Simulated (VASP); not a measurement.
MnZn:

```
Mn Zn
1.0
     3.07000    0.00000    0.00000
     0.00000    3.07000    0.00000
     0.00000    0.00000    3.07000
Mn Zn
1 1
Direct
  0.00000 0.00000 0.00000
  0.50000 0.50000 0.50000
```

Base run:

| Item | Value |
| --- | --- |
| Program | VASP 6.6.1 |
| Functional | LDA |
| Potentials or basis | VASP PAW LDA potentials, release 64 (Mn_pv, Zn) |
| Cutoff | 520 eV |
| k mesh | 6 × 6 × 6 |
| Occupations | methfessel-paxton, width 0.1 eV |
| Spin | collinear spin, ferromagnetic start |
| Starting moments | [2.8, 0.0] μB |

Its results: pressure -16.9 GPa; net moment 3.06 μB per cell; site moments Mn +3.04; Zn -0.06 μB.

Q: The run is repeated on the same cell with these changes: k mesh from 6 × 6 × 6 to 5 × 5 × 5. What comes out?

A: Pressure -18.0 GPa; net moment 2.96 μB per cell; site moments Mn +2.94; Zn -0.06 μB.

Caveats: some runs use coarse meshes.
